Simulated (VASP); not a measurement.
# LiAl2BrO6 (P1) in VASP: single point with r2SCAN

Aim: the single point of LiAl2BrO6 with r2SCAN.

All numbers are computed with VASP 6.6.1; they aren't measurements. Logs are shortened: lines on timing, memory, paths and dates and some standing lists are left out, and cuts for length are marked.

### Step 1. The cell of the first run

The typed cell holds 10 atoms: a = 5.006 Å, b = 5.122 Å, c = 7.289 Å, α = 91.08°, β = 90.50°, γ = 117.55°.

### Step 2. Single point, r2SCAN

POSCAR

```
LiAl2BrO6
1.0
    5.0056958500      0.0753719000     -0.0218980500
   -2.4375746900      4.5046973300     -0.0478902300
   -0.0307289400     -0.0953400100      7.2886938800
Li Al O Br
1 2 6 1
Direct
    0.0138820000      0.0329200000      0.9883920000
    0.3386460000      0.6966110000      0.0229430000
    0.6877200000      0.3564400000      0.0065970000
    0.9882170000      0.6365900000      0.1329660000
    0.3774630000      0.3541020000      0.1577430000
    0.6735920000      0.0296870000      0.1395800000
    0.3482540000      0.0124070000      0.8534800000
    0.6283420000      0.6693580000      0.8481950000
    0.0337780000      0.3712220000      0.8900580000
    0.9836010000      0.0337430000      0.5014020000
```

INCAR.step1

```
SYSTEM = LiAl2BrO6
PREC     = Accurate       ! precision mode
ENCUT    = 520            ! plane-wave cutoff, eV
ISMEAR   = 0              ! smearing method
SIGMA    = 0.017          ! smearing width, eV
LREAL    = .False.        ! projectors in reciprocal space
LASPH    = .True.         ! aspherical terms in the spheres
NELM     = 100            ! most SCF steps
NBANDS   = 37             ! bands
GGA      = PE             ! functional
ALGO     = Normal         ! electronic algorithm
EDIFF    = 1E-4           ! SCF threshold, eV
LWAVE    = .True.         ! write WAVECAR
LCHARG   = .False.        ! write CHGCAR
```

INCAR.step2

```
SYSTEM = LiAl2BrO6
PREC     = Accurate       ! precision mode
ENCUT    = 520            ! plane-wave cutoff, eV
EDIFF    = 1E-7           ! SCF threshold, eV
ISMEAR   = 0              ! smearing method
SIGMA    = 0.017          ! smearing width, eV
LREAL    = .False.        ! projectors in reciprocal space
LASPH    = .True.         ! aspherical terms in the spheres
NELM     = 100            ! most SCF steps
ALGO     = Normal         ! electronic algorithm
ISIF     = 2              ! what is computed and relaxed
LWAVE    = .False.        ! write WAVECAR
LCHARG   = .False.        ! write CHGCAR
METAGGA  = R2SCAN         ! meta-GGA
LMIXTAU  = .True.       
NBANDS   = 37             ! bands
ISTART   = 1
```

KPOINTS

```
regular mesh
0
Gamma
  4 4 3
  0 0 0
```

Potentials or basis: VASP PAW PBE potentials, release 64 (Li_sv, Al, O, Br).

On the command line:

```
$ cat potpaw_PBE.64/Li_sv/POTCAR potpaw_PBE.64/Al/POTCAR potpaw_PBE.64/O/POTCAR potpaw_PBE.64/Br/POTCAR > POTCAR
$ cp INCAR.step1 INCAR
$ mpirun -np 1 vasp_std > vasp.out
$ cp INCAR.step2 INCAR
$ mpirun -np 1 vasp_std > vasp.out
```

OUTCAR:

```text
SYSTEM = LiAl2BrO6
   PREC = Accurate
   ENCUT = 520
   EDIFF = 1E-7
   ISMEAR = 0
   LREAL = .False.
   LASPH = .True.
   NELM = 100
   ISIF = 2
   METAGGA = R2SCAN
   ISTART = 1

 ion  position               nearest neighbor table
   1  0.014  0.033  0.988-   9 1.85   7 1.99   6 2.03   5 2.16   8 2.19   4 2.26   3 2.82   2 2.88

   2  0.339  0.697  0.023-   4 1.83   9 1.90   6 1.93   8 1.99   7 2.04   5 2.11   1 2.88   3 2.90
                             3 2.99   3 3.01
   3  0.688  0.356  0.007-   4 1.76   9 1.91   5 1.91   6 1.92   7 2.09   8 2.12   1 2.82   2 2.90
                             2 2.99   2 3.01
   4  0.988  0.637  0.133-   3 1.76   2 1.83   1 2.26
   5  0.377  0.354  0.158-   3 1.91   2 2.11   1 2.16
   6  0.674  0.030  0.140-   3 1.92   2 1.93   1 2.03
   7  0.348  0.012  0.853-   1 1.99   2 2.04   3 2.09
   8  0.628  0.669  0.848-   2 1.99   3 2.12   1 2.19
   9  0.034  0.371  0.890-   1 1.85   2 1.90   3 1.91
  10  0.984  0.034  0.501-

  LATTYP: Found a triclinic cell.
 ALAT       =     5.2513951335
 B/A-ratio  =     0.9533297398
 C/A-ratio  =     1.3880848779
 COS(alpha) =     0.0087856469
 COS(beta)  =     0.0267570599
 COS(gamma) =     0.5021647358

  Lattice vectors:

 A1 = (   2.5681211600,   4.5800692300,  -0.0697882800)
 A2 = (   5.0056958500,   0.0753719000,  -0.0218980500)
 A3 = (   0.0307289400,   0.0953400100,  -7.2886938800)

Analysis of symmetry for initial positions (statically):
=====================================================================
 Subroutine PRICEL returns:
 Original cell was already a primitive cell.

 Routine SETGRP: Setting up the symmetry group for a
 triclinic supercell.

 Subroutine GETGRP returns: Found  1 space group operations
 (whereof  1 operations were pure point group operations)
 out of a pool of  2 trial point group operations.

The static configuration has the point symmetry C_1 .

Analysis of symmetry for dynamics (positions and initial velocities):
=====================================================================
 Subroutine PRICEL returns:
 Original cell was already a primitive cell.

 Routine SETGRP: Setting up the symmetry group for a
 triclinic supercell.

 Subroutine GETGRP returns: Found  1 space group operations
 (whereof  1 operations were pure point group operations)
 out of a pool of  2 trial point group operations.

The dynamic configuration has the point symmetry C_1 .

 Subroutine INISYM returns: Found  1 space group operations
 (whereof  1 operations are pure point group operations),
 and found     1 'primitive' translations

----------------------------------------------------------------------------------------

                                     Primitive cell

  volume of cell :     165.6621

  direct lattice vectors                    reciprocal lattice vectors
     5.005695850  0.075371900 -0.021898050     0.198167243  0.107255742  0.002238430
    -2.437574690  4.504697330 -0.047890230    -0.003303562  0.220233357  0.002866842
    -0.030728940 -0.095340010  7.288693880     0.000573665  0.001769277  0.137224354

  length of vectors
     5.006311156  5.122144266  7.289382173     0.225342098  0.220276789  0.137236959

  position of ions in fractional coordinates (direct lattice)
     0.013882000  0.032920000  0.988392000
     0.338646000  0.696611000  0.022943000
     0.687720000  0.356440000  0.006597000
     0.988217000  0.636590000  0.132966000
     0.377463000  0.354102000  0.157743000
     0.673592000  0.029687000  0.139580000
     0.348254000  0.012407000  0.853480000
     0.628342000  0.669358000  0.848195000
     0.033778000  0.371222000  0.890058000
     0.983601000  0.033743000  0.501402000

  ion indices of the primitive-cell ions
   primitive index   ion index
                 1           1
                 2           2
                 3           3
                 4           4
                 5           5
                 6           6
                 7           7
                 8           8
                 9           9
                10          10

----------------------------------------------------------------------------------------

 KPOINTS: regular mesh

Automatic generation of k-mesh.
 Grid dimensions read from file:
 generate k-points for:    4    4    3

 Generating k-lattice:

  Cartesian coordinates                     Fractional coordinates (reciprocal lattice)
     0.049541811  0.026813936  0.000559608     0.250000000 -0.000000000  0.000000000
    -0.000825891  0.055058339  0.000716711    -0.000000000  0.250000000  0.000000000
     0.000191222  0.000589759  0.045741451     0.000000000  0.000000000  0.333333333

  Length of vectors
     0.056335525  0.055069197  0.045745653

  Shift w.r.t. Gamma in fractional coordinates (k-lattice)
     0.000000000  0.000000000  0.000000000

 Subroutine IBZKPT returns following result:
 ===========================================

 Found     26 irreducible k-points:

 Following reciprocal coordinates:
            Coordinates               Weight
  0.000000  0.000000  0.000000      1.000000
  0.250000  0.000000  0.000000      2.000000
  0.500000  0.000000  0.000000      1.000000
  0.000000  0.250000  0.000000      2.000000
  0.250000  0.250000 -0.000000      2.000000
  0.500000  0.250000 -0.000000      2.000000
[... 16 lines left out ...]
 -0.000000 -0.250000  0.333333      2.000000
  0.250000 -0.250000  0.333333      2.000000
 [... further k-points ...]
   k-points           NKPTS =     26   k-points in BZ     NKDIM =     26   number of bands    NBANDS=     37
   number of dos      NEDOS =    301   number of ions     NIONS =     10
   total plane-waves  NPLWV =  86400
   dimension x,y,z NGX =    40 NGY =   40 NGZ =   54
   dimension x,y,z NGXF=    80 NGYF=   80 NGZF=  108
   ions per type =               1   2   6   1
   NGX,Y,Z   is equivalent  to a cutoff of  13.28, 12.98, 12.32 a.u.
   NGXF,Y,Z  is equivalent  to a cutoff of  26.57, 25.97, 24.63 a.u.
 SYSTEM =  LiAl2BrO6
   PREC   = accura    normal or accurate (medium, high low for compatibility)
   ISTART =      1    job   : 0-new  1-cont  2-samecut
   ICHARG =      0    charge: 1-file 2-atom 10-const
   ISPIN  =      1    spin polarized calculation?
   LNONCOLLINEAR =      F non collinear calculations
   LSORBIT =      F    spin-orbit coupling
   LASPH  =      T    aspherical Exc in radial PAW
   ENCUT  =  520.0 eV  38.22 Ry    6.18 a.u.   9.31  9.52 13.55*2*pi/ulx,y,z
   NELM   =    100;   NELMIN=  2; NELMDL=  0     # of ELM steps
   EDIFF  = 0.1E-06   stopping-criterion for ELM
   LREAL  =      F    real-space projection
   EDIFFG = 0.1E-05   stopping-criterion for IOM
   NSW    =      0    number of steps for IOM
   IBRION =     -1    ionic relax: 0-MD 1-quasi-New 2-CG
   NFREE  =      0    steps in history (QN), initial steepest desc. (CG)
   ISIF   =      2    stress and relaxation
   ISYM   =      2    0-nonsym 1-usesym 2-fastsym
   POTIM  = 0.5000    time-step for ionic-motion
   TEBEG  =    0.0;   TEEND  =   0.0 temperature during run
   PSTRESS=    0.0 pullay stress
   NELECT =      52.0000    total number of electrons
   NUPDOWN=      -1.0000    fix difference up-down
   EMIN   =  10.00;   EMAX   =-10.00  energy-range for DOS
   EFERMI =   0.00;   METHOD = LEGACY
   ISMEAR =     0;   SIGMA  =   0.02  broadening in eV -4-tet -1-fermi 0-gaus
   EFERMI_NEDOS =   21; number of points for ismear=-14 and -15
   IALGO  =     38    algorithm
   IMIX   =      4    mixing-type and parameters
     AMIX     =   0.40;   BMIX     =  1.00
     AMIX_MAG =   1.60;   BMIX_MAG =  1.00
  volume/ion in A,a.u.               =      16.57       111.79
  Fermi-wavevector in a.u.,A,eV,Ry     =   1.112589  2.102489 16.842043  1.237855
  Thomas-Fermi vector in A             =   2.249165
   LORBIT       =      0    0 simple, 1 ext, 2 COOP (PROOUT), +10 PAW based schemes
   METAGGA = R2SCAN    functional components
   LHFCALC =     F    Hartree Fock is set to
   AEXX    =    0.0000 exact exchange contribution
   IVDW    =     0    specifies the selected vdW correction
   LEPSILON=     F    determine dielectric tensor
   LRPA    =     F    only Hartree local field effects (RPA)
 non-spin polarized calculation
 Gauss-broadening in eV      SIGMA  =   0.02
  energy-cutoff  :      520.00
  volume of cell :      165.66
 maximum number of plane-waves:      4474
 NGX is ok and might be reduce to    40
   NGX = 19   NGY = 19   NGZ = 27

 number of electron      51.9999997 magnetization

 Free energy of the ion-electron system (eV)
  ---------------------------------------------------
  ext. energy  EPLUGINS =         0.00000000
  ---------------------------------------------------
  free energy    TOTEN  =       -74.07529468 eV

  energy without entropy =      -74.07217291  energy(sigma->0) =      -74.07373379

 E-fermi :  -1.7229     XC(G=0):  -8.4955

 val. band max:       -1.7287479582   @ k =   0.5000   0.5000  -0.0000
 cond. band min:      -1.7226567162   @ k =   0.5000   0.5000   0.3333
 fundamental gap:      0.0060912421
 Fermi energy:        -1.7228596689

 k-point     1 :       0.0000    0.0000    0.0000
  band No.  band energies     occupation
      1     -44.9761      2.00000
      2     -20.5317      2.00000
      3     -19.1698      2.00000
      4     -18.8391      2.00000
      5     -18.6380      2.00000
      6     -18.5252      2.00000
[... 29 lines left out ...]
     36      11.2235      0.00000
     37      11.6000      0.00000

 k-point     2 :       0.2500    0.0000    0.0000
  band No.  band energies     occupation
      1     -44.9761      2.00000
      2     -20.3908      2.00000
      3     -19.3505      2.00000
      4     -18.9094      2.00000
      5     -18.6135      2.00000
      6     -18.4777      2.00000
[... 29 lines left out ...]
     36      11.1317      0.00000
     37      11.2062      0.00000
[... 838 lines left out ...]
     36      10.8796      0.00000
     37      11.3353      0.00000

 k-point    24 :       0.2500   -0.2500    0.3333
  band No.  band energies     occupation
      1     -44.9761      2.00000
      2     -20.4167      2.00000
      3     -19.2491      2.00000
      4     -18.9455      2.00000
      5     -18.6390      2.00000
      6     -18.5068      2.00000
[... 29 lines left out ...]
     36      10.9370      0.00000
     37      11.0331      0.00000

 [... further k-points ...]
[... 5 lines left out ...]
  --------------------------------------------------------------------------------------
  -------------------------------------------------------------------------------------
  Total       -4.7963610     -6.8548984    -16.5200456      1.7423434     -0.1413808     -1.1355896
  in kB      -46.3873311    -66.2961861   -159.7712982     16.8508294     -1.3673444    -10.9826951
  external PRESSURE =     -90.8182718 kB  Pullay stress =       0.0000000 kB

 VOLUME and BASIS-vectors are now :
 -----------------------------------------------------------------------------
  energy-cutoff  :      520.00
  volume of cell :      165.66
      direct lattice vectors                 reciprocal lattice vectors
     5.005695850  0.075371900 -0.021898050     0.198167243  0.107255742  0.002238430
    -2.437574690  4.504697330 -0.047890230    -0.003303562  0.220233357  0.002866842
    -0.030728940 -0.095340010  7.288693880     0.000573665  0.001769277  0.137224354

 POSITION                                       TOTAL-FORCE (eV/Angst)
 -----------------------------------------------------------------------------------
     -0.04113      0.05511      7.20221         0.129574     -0.510170      0.327469
     -0.00359      3.16136      0.12645         1.218486      0.184674     -0.787595
      2.57347      1.65686      0.01595        -1.431133     -1.293002     -0.584190
      3.39089      2.92945      0.91702         0.976787      0.686365     -0.468710
      1.02147      1.60853      1.12452        -0.165386      0.778981     -1.943776
      3.29514      0.17119      1.00118        -0.862893     -1.083875     -1.216237
      1.68678      0.00077      6.21253         1.057393      0.751180      1.957665
      1.48761      2.98175      6.13642        -0.095984     -0.466659      2.131359
     -0.76315      1.58993      6.46884        -0.822254      0.938992      0.641790
      4.82595      0.17833      3.63141        -0.004589      0.013514     -0.057775
 -----------------------------------------------------------------------------------
    total drift:                               -0.015992      0.014969      0.040380

  FREE ENERGIE OF THE ION-ELECTRON SYSTEM (eV)
  ---------------------------------------------------
  free  energy   TOTEN  =       -74.0752946806 eV

  energy  without entropy=      -74.0721729070  energy(sigma->0) =      -74.07373379
```

Run time: 13 min. Hardware: 1 thread of Intel Xeon Platinum 8375C at 2.90GHz (Ice Lake), shared host; peak memory 0.39 GiB.

Results:

```yaml
Free_energy: -74.0753 eV
Largest_force: 2.348 eV/Å
Band_gap_on_the_k_mesh: zero (band 26 reaches -1.69 eV, above the bottom of band 27 at -1.83 eV)
```

Forces on the atoms (eV/Å):
```
Li   0.130 -0.510  0.327
Al   1.218  0.185 -0.788
Al  -1.431 -1.293 -0.584
O    0.977  0.686 -0.469
O   -0.165  0.779 -1.944
O   -0.863 -1.084 -1.216
O    1.057  0.751  1.958
O   -0.096 -0.467  2.131
O   -0.822  0.939  0.642
Br  -0.005  0.014 -0.058
```

Levels at points of the mesh, in eV from the Fermi level:
| k point | band 23 | band 24 | band 25 | band 26 | band 27 | band 28 | band 29 | band 30 |
| --- | --- | --- | --- | --- | --- | --- | --- | --- |
| (0.00, 0.00, 0.00) | -0.20 | -0.17 | -0.07 | 0.04 | 0.13 | 0.24 | 0.57 | 7.29 |
| (0.50, 0.00, 0.00) | -0.38 | -0.35 | -0.33 | -0.24 | -0.10 | 0.08 | 0.49 | 9.51 |
| (0.00, 0.50, 0.00) | -0.40 | -0.32 | -0.31 | -0.13 | -0.01 | 0.13 | 0.47 | 9.49 |
| (0.50, 0.50, 0.00) | -0.41 | -0.34 | -0.25 | -0.09 | -0.01 | 0.05 | 0.36 | 9.54 |

Caveat: the cutoff is under 1.25 times the usual one of these potentials, so pressure, stress and relaxed cells hold a basis-set (Pulay) error; the PAW data sets were made with another functional, which shifts forces and pressure a little.
